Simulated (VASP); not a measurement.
# CaC4O4 (I4_1/amd) in VASP: further runs, part 2 of 2

VASP 6.6.1. The steps go on from the part before.

## (3) Single point, PBE

Contents of INCAR:

```
SYSTEM = CaC4O4
PREC     = Accurate       ! precision mode
ENCUT    = 520            ! plane-wave cutoff, eV
EDIFF    = 1E-6           ! SCF threshold, eV
ISMEAR   = 0              ! smearing method
SIGMA    = 0.02           ! smearing width, eV
LREAL    = Auto         
LASPH    = .True.         ! aspherical terms in the spheres
NELM     = 80             ! most SCF steps
ALGO     = Normal         ! electronic algorithm
ISIF     = 2              ! what is computed and relaxed
LWAVE    = .False.        ! write WAVECAR
LCHARG   = .False.        ! write CHGCAR
GGA      = PE             ! functional
NBANDS   = 65             ! bands
```

Contents of KPOINTS:

```
regular mesh
0
Gamma
  6 6 6
  0 0 0
```

Contents of POSCAR:

```
CaC4O4
1.0
   -3.4907593250      3.4907593250      5.1512586883
    3.4907593250     -3.4907593250      5.1512586883
    3.4907593250      3.4907593250     -5.1512586883
Ca C O
2 8 8
Direct
    0.5000000000      0.5000000000      0.0000000000
    0.2500000000      0.7500000000      0.5000000000
    0.0590287177      0.0590287177      0.0000000000
    0.8090287177      0.3090287177      0.5000000000
    0.6909712823      0.1909712823      0.5000000000
    0.9409712823      0.9409712823      0.0000000000
    0.1991726690      0.1991726690      0.0000000000
    0.9491726690      0.4491726690      0.5000000000
    0.5508273310      0.0508273310      0.5000000000
    0.8008273310      0.8008273310      0.0000000000
    0.2579746016      0.4172104978      0.1592358963
    0.1672104978      0.5079746016      0.6592358963
    0.8487387053      0.5079746016      0.3407641037
    0.2579746016      0.0987387053      0.8407641037
    0.4920253984      0.8327895022      0.3407641037
    0.5827895022      0.7420253984      0.8407641037
    0.9012612947      0.7420253984      0.1592358963
    0.4920253984      0.1512612947      0.6592358963
```

Potentials or basis: VASP PAW PBE potentials, release 64 (Ca_sv, C, O).

The run is started by

```sh
> cat potpaw_PBE.64/Ca_sv/POTCAR potpaw_PBE.64/C/POTCAR potpaw_PBE.64/O/POTCAR > POTCAR
> mpirun -np 1 vasp_std > vasp.out
```

OUTCAR:

```text
SYSTEM = CaC4O4
   PREC = Accurate
   ENCUT = 520
   EDIFF = 1E-6
   ISMEAR = 0
   LREAL = Auto
   LASPH = .True.
   NELM = 80
   ISIF = 2
   GGA = PE

 ion  position               nearest neighbor table
   1  0.500  0.500  0.000-  13 2.38  18 2.38  15 2.38  12 2.38
   2  0.250  0.750  0.500-  14 2.38  17 2.38  16 2.38  11 2.38
   3  0.059  0.059  0.000-   6 1.22   7 1.44
   4  0.809  0.309  0.500-   5 1.22   8 1.44
   5  0.691  0.191  0.500-   4 1.22   9 1.44
   6  0.941  0.941  0.000-   3 1.22  10 1.44
   7  0.199  0.199  0.000-  11 1.27  14 1.27   3 1.44
   8  0.949  0.449  0.500-  12 1.27  13 1.27   4 1.44
[... 1809 lines left out ...]
  Total        1.1035599      1.1035599      0.7612928      0.0000000      0.0000000      0.0000000
  in kB        7.0419562      7.0419562      4.8579065      0.0000000      0.0000000      0.0000000
  external PRESSURE =       6.3139396 kB  Pullay stress =       0.0000000 kB

 VOLUME and BASIS-vectors are now :
 -----------------------------------------------------------------------------
  energy-cutoff  :      520.00
  volume of cell :      251.08
      direct lattice vectors                 reciprocal lattice vectors
    -3.490759325  3.490759325  5.151258688     0.000000000  0.143235312  0.097063656
     3.490759325 -3.490759325  5.151258688     0.143235312  0.000000000  0.097063656
     3.490759325  3.490759325 -5.151258688     0.143235312  0.143235312  0.000000000

 POSITION                                       TOTAL-FORCE (eV/Angst)
 -----------------------------------------------------------------------------------
      0.00000      0.00000      5.15126        -0.000000      0.000000     -0.000000
      3.49076     -0.00000      2.57563         0.000000      0.000000     -0.000000
      0.00000      0.00000      0.60814        -0.000000      0.000000      0.085714
      0.00000      3.49076      3.18377        -0.000000      0.000000      0.085714
      0.00000      3.49076      1.96748        -0.000000      0.000000     -0.085714
      0.00000      0.00000      9.69437         0.000000      0.000000     -0.085714
[... 10 lines left out ...]
      0.00000      1.11171      7.64473        -0.000000      0.259392     -0.126773
      1.11171      3.49076     -0.08216         0.259392      0.000000     -0.126773
 -----------------------------------------------------------------------------------
    total drift:                                0.000000      0.000000     -0.000000

  FREE ENERGIE OF THE ION-ELECTRON SYSTEM (eV)
  ---------------------------------------------------
  free  energy   TOTEN  =      -138.0996651702 eV

  energy  without entropy=     -138.0996651702  energy(sigma->0) =     -138.09966517
```

OSZICAR:

```text
N       E                     dE             d eps       ncg     rms          rms(c)
DAV:   1     0.818349960962E+03    0.81835E+03   -0.51143E+04  3908   0.144E+03
DAV:   2    -0.746461557079E+02   -0.89300E+03   -0.86438E+03  4888   0.374E+02
DAV:   3    -0.148379634523E+03   -0.73733E+02   -0.73257E+02  5043   0.111E+02
DAV:   4    -0.150726779585E+03   -0.23471E+01   -0.23417E+01  6136   0.177E+01
DAV:   5    -0.150887123022E+03   -0.16034E+00   -0.16031E+00  6344   0.301E+00    0.234E+01
DAV:   6    -0.139103054259E+03    0.11784E+02   -0.41789E+01  4486   0.251E+01    0.102E+01
DAV:   7    -0.138279654565E+03    0.82340E+00   -0.34805E+00  5232   0.772E+00    0.562E+00
DAV:   8    -0.138107687951E+03    0.17197E+00   -0.15239E+00  4775   0.449E+00    0.152E+00
DAV:   9    -0.138094610209E+03    0.13078E-01   -0.22450E-01  5240   0.226E+00    0.704E-01
DAV:  10    -0.138098038515E+03   -0.34283E-02   -0.42700E-02  4960   0.922E-01    0.201E-01
DAV:  11    -0.138099018093E+03   -0.97958E-03   -0.47355E-03  5800   0.277E-01    0.974E-02
DAV:  12    -0.138099578345E+03   -0.56025E-03   -0.74929E-04  4616   0.116E-01    0.292E-02
DAV:  13    -0.138099654000E+03   -0.75655E-04   -0.13185E-04  5680   0.497E-02    0.127E-02
DAV:  14    -0.138099664276E+03   -0.10275E-04   -0.28797E-05  4624   0.220E-02    0.364E-03
DAV:  15    -0.138099665170E+03   -0.89453E-06   -0.24084E-06  4184   0.653E-03
   1 F= -.13809967E+03 E0= -.13809967E+03  d E =-.681095E-22
```

stdout:

```text
POSCAR found type information on POSCAR CaC O
 POSCAR found :  3 types and      18 ions
 scaLAPACK will be used
 LDA part: xc-table for (Slater+PW92), standard interpolation
 POSCAR, INCAR and KPOINTS ok, starting setup
 FFT: planning ... GRIDC
 FFT: planning ... GRID_SOFT
 FFT: planning ... GRID
 WAVECAR not read
 entering main loop
```

Run time: 12 min. Hardware: 1 thread of Intel Xeon 6975P-C (Granite Rapids), shared host; peak memory 0.57 GiB.

Results:

```yaml
Free_energy: -138.0997 eV
Pressure: 0.6 GPa
Largest_force: 0.290 eV/Å
Band_gap_on_the_k_mesh: 3.82 eV (least direct gap 3.87 eV)
```

Forces on the atoms (eV/Å):
```
Ca   0.000  0.000  0.000
Ca   0.000  0.000  0.000
C    0.000  0.000  0.086
C    0.000  0.000  0.086
C    0.000  0.000 -0.086
C    0.000  0.000 -0.086
C    0.000  0.000 -0.290
C    0.000  0.000 -0.290
C    0.000  0.000  0.290
C    0.000  0.000  0.290
O    0.259  0.000  0.127
O    0.000  0.259  0.127
O    0.000 -0.259  0.127
O   -0.259  0.000  0.127
O   -0.259  0.000 -0.127
O    0.000 -0.259 -0.127
O    0.000  0.259 -0.127
O    0.259  0.000 -0.127
```

Levels at points of the mesh, in eV from the valence-band top:
| k point | band 46 | band 47 | band 48 | band 49 | band 50 | band 51 | band 52 | band 53 | band 54 | band 55 |
| --- | --- | --- | --- | --- | --- | --- | --- | --- | --- | --- |
| (0.00, 0.00, 0.00) | -0.57 | -0.22 | -0.22 | 0.00 | 0.00 | 4.14 | 4.14 | 4.59 | 4.59 | 6.39 |
| (0.50, 0.00, 0.00) | -0.56 | -0.24 | -0.23 | -0.17 | -0.08 | 3.96 | 4.16 | 4.34 | 4.50 | 7.05 |
| (0.50, 0.50, 0.00) | -0.79 | -0.27 | -0.27 | -0.21 | -0.21 | 4.08 | 4.08 | 4.37 | 4.37 | 6.85 |
| (0.50, 0.50, 0.50) | -0.59 | -0.35 | -0.35 | -0.05 | -0.05 | 3.82 | 3.82 | 4.77 | 4.77 | 7.29 |

A k mesh can miss the band edges.
